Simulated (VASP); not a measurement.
# Sn (Fd-3m) in VASP: further runs

Runs on Sn. Level: PBE. Tasks: single point.

Program: VASP 6.6.1. These are calculated values, not measurements. Logs are shortened: lines on timing, memory, paths and dates and some standing lists are left out, and cuts for length are marked.

### 1 The cell of the first run

The structure is cubic, space group Fd-3m (No. 227). The conventional cell has a = 6.426 Å, b = 6.426 Å, c = 6.426 Å, α = 90.00°, β = 90.00°, γ = 90.00°. Within 3.7 Å of Sn (site symmetry -43m) lie 4 Sn at 2.78 Å.

### 2 Single point, PBE (volume scaled by 0.97)

Input file INCAR:

```
  PREC = Accurate
  ENCUT = 520
  EDIFF = 1E-7
  ISMEAR = -1
  SIGMA = 0.03
  LREAL = F
  LASPH = T
  NELM = 60
  ALGO = Normal
  ISIF = 2
  LWAVE = F
  LCHARG = F
  GGA = PE
  NBANDS = 21
```

Input file KPOINTS:

```
regular mesh
0
Gamma
  9 9 9
```

Input file POSCAR:

```
Sn
1.0
    0.0000000000      3.2128139200      3.2128139200
    3.2128139200      0.0000000000      3.2128139200
    3.2128139200      3.2128139200      0.0000000000
Sn
2
Direct
    0.5000000000      0.5000000000      0.5000000000
    0.7500000000      0.7500000000      0.7500000000
```

Potentials or basis: VASP PAW PBE potentials, release 64 (Sn_d).

The run is started by

```console
$ cat potpaw_PBE.64/Sn_d/POTCAR > POTCAR
$ mpirun -np 1 vasp_std > vasp.out
```

OUTCAR:

```text
PREC = Accurate
   ENCUT = 520
   EDIFF = 1E-7
   ISMEAR = -1
   LREAL = F
   LASPH = T
   NELM = 60
   ISIF = 2
   GGA = PE

 ion  position               nearest neighbor table
   1  0.500  0.500  0.500-   2 2.78   2 2.78   2 2.78   2 2.78
   2  0.750  0.750  0.750-   1 2.78   1 2.78   1 2.78   1 2.78

  LATTYP: Found a face centered cubic cell.
 ALAT       =     6.4256278400

  Lattice vectors:

 A1 = (   0.0000000000,   3.2128139200,   3.2128139200)
 A2 = (   3.2128139200,   0.0000000000,   3.2128139200)
 A3 = (   3.2128139200,   3.2128139200,   0.0000000000)

Analysis of symmetry for initial positions (statically):
=====================================================================
 Subroutine PRICEL returns:
 Original cell was already a primitive cell.

 Routine SETGRP: Setting up the symmetry group for a
 face centered cubic supercell.

 Subroutine GETGRP returns: Found 48 space group operations
 (whereof 24 operations were pure point group operations)
 out of a pool of 48 trial point group operations.

The static configuration has the point symmetry T_d .
 The point group associated with its full space group is O_h .

Analysis of symmetry for dynamics (positions and initial velocities):
=====================================================================
 Subroutine PRICEL returns:
 Original cell was already a primitive cell.

 Routine SETGRP: Setting up the symmetry group for a
 face centered cubic supercell.

 Subroutine GETGRP returns: Found 48 space group operations
 (whereof 24 operations were pure point group operations)
 out of a pool of 48 trial point group operations.

The dynamic configuration has the point symmetry T_d .
 The point group associated with its full space group is O_h .

 Subroutine INISYM returns: Found 48 space group operations
 (whereof 24 operations are pure point group operations),
 and found     1 'primitive' translations

----------------------------------------------------------------------------------------

                                     Primitive cell

  volume of cell :      66.3264

  direct lattice vectors                    reciprocal lattice vectors
     0.000000000  3.212813920  3.212813920    -0.155626816  0.155626816  0.155626816
     3.212813920  0.000000000  3.212813920     0.155626816 -0.155626816  0.155626816
     3.212813920  3.212813920  0.000000000     0.155626816  0.155626816 -0.155626816

  length of vectors
     4.543605019  4.543605019  4.543605019     0.269553552  0.269553552  0.269553552

  position of ions in fractional coordinates (direct lattice)
     0.500000000  0.500000000  0.500000000
     0.750000000  0.750000000  0.750000000

  ion indices of the primitive-cell ions
   primitive index   ion index
                 1           1
                 2           2

----------------------------------------------------------------------------------------

 KPOINTS: regular mesh

Automatic generation of k-mesh.
 Grid dimensions read from file:
 generate k-points for:    9    9    9

 Generating k-lattice:

  Cartesian coordinates                     Fractional coordinates (reciprocal lattice)
    -0.017291868  0.017291868  0.017291868     0.111111111  0.000000000  0.000000000
     0.017291868 -0.017291868  0.017291868     0.000000000  0.111111111  0.000000000
     0.017291868  0.017291868 -0.017291868     0.000000000  0.000000000  0.111111111

  Length of vectors
     0.029950395  0.029950395  0.029950395

  Shift w.r.t. Gamma in fractional coordinates (k-lattice)
     0.000000000  0.000000000  0.000000000

 Subroutine IBZKPT returns following result:
 ===========================================

 Found     35 irreducible k-points:

 Following reciprocal coordinates:
            Coordinates               Weight
  0.000000  0.000000  0.000000      1.000000
  0.111111  0.000000  0.000000      8.000000
  0.222222  0.000000  0.000000      8.000000
  0.333333  0.000000  0.000000      8.000000
  0.444444  0.000000  0.000000      8.000000
  0.111111  0.111111  0.000000      6.000000
[... 16 lines left out ...]
 -0.333333  0.333333  0.000000     12.000000
  0.444444  0.444444  0.000000      6.000000
 [... further k-points ...]
   k-points           NKPTS =     35   k-points in BZ     NKDIM =     35   number of bands    NBANDS=     21
   number of dos      NEDOS =    301   number of ions     NIONS =      2
   total plane-waves  NPLWV =  46656
   dimension x,y,z NGX =    36 NGY =   36 NGZ =   36
   dimension x,y,z NGXF=    72 NGYF=   72 NGZF=   72
   ions per type =               2
   NGX,Y,Z   is equivalent  to a cutoff of  13.17, 13.17, 13.17 a.u.
   NGXF,Y,Z  is equivalent  to a cutoff of  26.34, 26.34, 26.34 a.u.
 SYSTEM =  unknown system
   PREC   = accura    normal or accurate (medium, high low for compatibility)
   ISTART =      0    job   : 0-new  1-cont  2-samecut
   ICHARG =      2    charge: 1-file 2-atom 10-const
   ISPIN  =      1    spin polarized calculation?
   LNONCOLLINEAR =      F non collinear calculations
   LSORBIT =      F    spin-orbit coupling
   LASPH  =      T    aspherical Exc in radial PAW
   ENCUT  =  520.0 eV  38.22 Ry    6.18 a.u.   8.45  8.45  8.45*2*pi/ulx,y,z
   NELM   =     60;   NELMIN=  2; NELMDL= -5     # of ELM steps
   EDIFF  = 0.1E-06   stopping-criterion for ELM
   LREAL  =      F    real-space projection
   EDIFFG = 0.1E-05   stopping-criterion for IOM
   NSW    =      0    number of steps for IOM
   IBRION =     -1    ionic relax: 0-MD 1-quasi-New 2-CG
   NFREE  =      0    steps in history (QN), initial steepest desc. (CG)
   ISIF   =      2    stress and relaxation
   ISYM   =      2    0-nonsym 1-usesym 2-fastsym
   POTIM  = 0.5000    time-step for ionic-motion
   TEBEG  =    0.0;   TEEND  =   0.0 temperature during run
   PSTRESS=    0.0 pullay stress
   NELECT =      28.0000    total number of electrons
   NUPDOWN=      -1.0000    fix difference up-down
   EMIN   =  10.00;   EMAX   =-10.00  energy-range for DOS
   EFERMI =   0.00;   METHOD = LEGACY
   ISMEAR =    -1;   SIGMA  =   0.03  broadening in eV -4-tet -1-fermi 0-gaus
   EFERMI_NEDOS =   21; number of points for ismear=-14 and -15
   IALGO  =     38    algorithm
   IMIX   =      4    mixing-type and parameters
     AMIX     =   0.40;   BMIX     =  1.00
     AMIX_MAG =   1.60;   BMIX_MAG =  1.00
  volume/ion in A,a.u.               =      33.16       223.80
  Fermi-wavevector in a.u.,A,eV,Ry     =   1.228095  2.320763 20.520540  1.508217
  Thomas-Fermi vector in A             =   2.363033
   LORBIT       =      0    0 simple, 1 ext, 2 COOP (PROOUT), +10 PAW based schemes
   GGA     = PE    functional components
   LHFCALC =     F    Hartree Fock is set to
   AEXX    =    0.0000 exact exchange contribution
   IVDW    =     0    specifies the selected vdW correction
   LEPSILON=     F    determine dielectric tensor
   LRPA    =     F    only Hartree local field effects (RPA)
 non-spin polarized calculation
  energy-cutoff  :      520.00
  volume of cell :       66.33
 maximum number of plane-waves:      1820
 NGX is ok and might be reduce to    36
   NGX = 17   NGY = 17   NGZ = 17

 number of electron      28.0000012 magnetization

 Free energy of the ion-electron system (eV)
  ---------------------------------------------------
  ext. energy  EPLUGINS =         0.00000000
  ---------------------------------------------------
  free energy    TOTEN  =        -7.58850943 eV

  energy without entropy =       -7.58805040  energy(sigma->0) =       -7.58827991

 E-fermi :   5.9948     XC(G=0):  -9.0058

 val. band max:        5.8043433467   @ k =   0.1111   0.0000   0.0000
 cond. band min:       6.0361597317   @ k =   0.4444   0.0000   0.0000
 fundamental gap:      0.2318163851
 Fermi energy:         5.9947634560

 k-point     1 :       0.0000    0.0000    0.0000
  band No.  band energies     occupation
      1     -15.7833      2.00000
      2     -15.7833      2.00000
      3     -15.7833      2.00000
      4     -15.7196      2.00000
      5     -15.7196      2.00000
      6     -15.3854      2.00000
[... 13 lines left out ...]
     20      13.9960      0.00000
     21      13.9960      0.00000

 k-point     2 :       0.1111    0.0000    0.0000
  band No.  band energies     occupation
      1     -15.7932      2.00000
      2     -15.7932      2.00000
      3     -15.7802      2.00000
      4     -15.7058      2.00000
      5     -15.7058      2.00000
      6     -15.4049      2.00000
[... 13 lines left out ...]
     20      13.1626      0.00000
     21      13.1626      0.00000

 k-point     3 :       0.2222    0.0000    0.0000
  band No.  band energies     occupation
      1     -15.8081      2.00000
      2     -15.8081      2.00000
      3     -15.7720      2.00000
      4     -15.6818      2.00000
      5     -15.6818      2.00000
      6     -15.4268      2.00000
[... 13 lines left out ...]
     20      12.8228      0.00000
     21      12.8228      0.00000

 k-point     4 :       0.3333    0.0000    0.0000
  band No.  band energies     occupation
      1     -15.8179      2.00000
      2     -15.8179      2.00000
      3     -15.7624      2.00000
      4     -15.6634      2.00000
      5     -15.6634      2.00000
      6     -15.4413      2.00000
[... 13 lines left out ...]
     20      13.3415      0.00000
     21      13.3415      0.00000

 k-point     5 :       0.4444    0.0000    0.0000
  band No.  band energies     occupation
      1     -15.8220      2.00000
      2     -15.8220      2.00000
      3     -15.7559      2.00000
      4     -15.6549      2.00000
      5     -15.6549      2.00000
      6     -15.4471      2.00000
[... 13 lines left out ...]
     20      14.4792      0.00000
     21      14.4792      0.00000
[... 382 lines left out ...]
     20      15.5387      0.00000
     21      15.8417      0.00000

 k-point    22 :      -0.4444    0.3333    0.0000
  band No.  band energies     occupation
      1     -15.8592      2.00000
      2     -15.8378      2.00000
      3     -15.7015      2.00000
      4     -15.6060      2.00000
      5     -15.5787      2.00000
      6     -15.5373      2.00000
[... 13 lines left out ...]
     20      14.6119      0.00000
     21      16.4746      0.00000

 k-point    23 :      -0.3333    0.3333    0.0000
  band No.  band energies     occupation
      1     -15.8641      2.00000
      2     -15.8390      2.00000
      3     -15.6936      2.00000
      4     -15.5846      2.00000
      5     -15.5754      2.00000
      6     -15.5535      2.00000
[... 13 lines left out ...]
     20      13.3762      0.00000
     21      16.7219      0.00000

 k-point    24 :       0.4444    0.4444    0.0000
  band No.  band energies     occupation
      1     -15.8371      2.00000
      2     -15.8371      2.00000
      3     -15.7244      2.00000
      4     -15.6605      2.00000
      5     -15.5741      2.00000
      6     -15.5139      2.00000
[... 13 lines left out ...]
     20      16.0861      0.00000
     21      16.2279      0.00000

 [... further k-points ...]
[... 5 lines left out ...]
  --------------------------------------------------------------------------------------
  -------------------------------------------------------------------------------------
  Total        1.9845586      1.9845586      1.9845586      0.0000000     -0.0000000     -0.0000000
  in kB       47.9388706     47.9388706     47.9388706      0.0000000     -0.0000000     -0.0000000
  external PRESSURE =      47.9388706 kB  Pullay stress =       0.0000000 kB

 VOLUME and BASIS-vectors are now :
 -----------------------------------------------------------------------------
  energy-cutoff  :      520.00
  volume of cell :       66.33
      direct lattice vectors                 reciprocal lattice vectors
     0.000000000  3.212813920  3.212813920    -0.155626816  0.155626816  0.155626816
     3.212813920  0.000000000  3.212813920     0.155626816 -0.155626816  0.155626816
     3.212813920  3.212813920  0.000000000     0.155626816  0.155626816 -0.155626816

 POSITION                                       TOTAL-FORCE (eV/Angst)
 -----------------------------------------------------------------------------------
      3.21281      3.21281      3.21281        -0.000000     -0.000000      0.000000
      4.81922      4.81922      4.81922         0.000000      0.000000     -0.000000
 -----------------------------------------------------------------------------------
    total drift:                                0.000000      0.000000      0.000000

  FREE ENERGIE OF THE ION-ELECTRON SYSTEM (eV)
  ---------------------------------------------------
  free  energy   TOTEN  =        -7.5885094278 eV

  energy  without entropy=       -7.5880503970  energy(sigma->0) =       -7.58827991
```

It took 52 s on 1 thread of Intel Xeon Platinum 8259CL at 2.50GHz (Skylake/Cascade Lake), shared host; peak memory 0.21 GiB.

Results:

- Free energy: -7.5885 eV
- Pressure: 4.8 GPa
- Band gap on the k mesh: zero (band 14 reaches 6.05 eV, above the bottom of band 15 at 6.04 eV)

Caveat: spin-orbit coupling is left out, which moves the levels of the heavy elements.

### 3 Single point, PBE (volume scaled by 1.03)

Input file INCAR:

```
PREC = Accurate
ENCUT = 520
EDIFF = 1E-7
ISMEAR = -1
SIGMA = 0.03
LREAL = False
LASPH = True
NELM = 100
ALGO = Normal
ISIF = 2
LWAVE = False
LCHARG = True
GGA = PE
LELF = True
LVHAR = True
NBANDS = 21
```

KPOINTS is that of step 2.

Input file POSCAR:

```
Sn
1.0
    0.0000000000      3.2777367435      3.2777367435
    3.2777367435      0.0000000000      3.2777367435
    3.2777367435      3.2777367435      0.0000000000
Sn
2
Direct
    0.5000000000      0.5000000000      0.5000000000
    0.7500000000      0.7500000000      0.7500000000
```

Potentials or basis: VASP PAW PBE potentials, release 64 (Sn_d).

The run is started by

```console
$ cat potpaw_PBE.64/Sn_d/POTCAR > POTCAR
$ mpirun -np 1 vasp_std > vasp.out
```

Run time: 48 s. Hardware: 1 thread of Intel Xeon Platinum 8259CL at 2.50GHz (Skylake/Cascade Lake), shared host; peak memory 0.22 GiB.

It converged, with:

* Free energy: -7.6712 eV
* Pressure: 1.7 GPa
* Band gap on the k mesh: zero (band 14 reaches 5.41 eV, above the bottom of band 15 at 5.28 eV)

Levels at points of the mesh, in eV from the Fermi level:
| k point | band 11 | band 12 | band 13 | band 14 | band 15 | band 16 | band 17 | band 18 |
| --- | --- | --- | --- | --- | --- | --- | --- | --- |
| (0.00, 0.00, 0.00) | -10.35 | -0.79 | 0.14 | 0.14 | 0.14 | 2.21 | 2.21 | 2.21 |

Caveat: spin-orbit coupling is left out, which moves the levels of the heavy elements.

### 4 Single point, PBE (volume scaled by 1.06)

Input file INCAR:

```
ALGO     = Normal         # electronic algorithm
EDIFF    = 1E-6           # SCF threshold, eV
ENCUT    = 520            # plane-wave cutoff, eV
GGA      = PE             # functional
ISIF     = 2              # what is computed and relaxed
ISMEAR   = -1             # smearing method
LASPH    = True           # aspherical terms in the spheres
LCHARG   = False          # write CHGCAR
LREAL    = False          # projectors in reciprocal space
LWAVE    = False          # write WAVECAR
NBANDS   = 21             # bands
NELM     = 60             # most SCF steps
PREC     = Accurate       # precision mode
SIGMA    = 0.03           # smearing width, eV
```

Input file KPOINTS:

```
k-points
0
Gamma
  9 9 9
```

Input file POSCAR:

```
Sn
1.0
    0.0000000000      3.3092553764      3.3092553764
    3.3092553764      0.0000000000      3.3092553764
    3.3092553764      3.3092553764      0.0000000000
Sn
2
Direct
    0.5000000000      0.5000000000      0.5000000000
    0.7500000000      0.7500000000      0.7500000000
```

The run is started by

```console
$ cat potpaw_PBE.64/Sn_d/POTCAR > POTCAR
$ mpirun -np 1 vasp_std > vasp.out
```

Wall time 50 s (1 thread of Intel Xeon Platinum 8259CL at 2.50GHz (Skylake/Cascade Lake), shared host); peak memory 0.21 GiB.

Results (log left out):

```
Free energy            : -7.6864 eV
Pressure               : 0.6 GPa
Band gap on the k mesh : zero (band 14 reaches 5.12 eV, above the bottom of band 15 at 4.94 eV)
```

Levels at points of the mesh, in eV from the Fermi level:
```tsv
k point	band 10	band 11	band 12	band 13	band 14	band 15	band 16	band 17	band 18	band 19
(0.00, 0.00, 0.00)	-21.18	-10.14	-0.96	0.16	0.16	0.16	2.23	2.23	2.23	5.05
```

Caveat: spin-orbit coupling is left out, which moves the levels of the heavy elements.

### 5 Overview

| cell | gap on the mesh (eV) | pressure (GPa) |
| --- | --- | --- |
| a = 4.544 Å, angles 60.0°, 2 atoms | none | 4.8 |
| a = 4.635 Å, angles 60.0°, 2 atoms | none | 1.7 |
| a = 4.680 Å, angles 60.0°, 2 atoms | none | 0.6 |

Alike in all rows: task single point; level PBE; potentials or basis VASP PAW PBE potentials, release 64 (Sn_d); no spin polarisation; k mesh 9 × 9 × 9; cutoff (eV) 520; smearing fermi-dirac 0.03 eV.

Caveats: spin-orbit coupling is left out, which moves the levels of the heavy elements.

Total energies depend on the potentials used, so only differences within one code and one set of settings carry meaning.
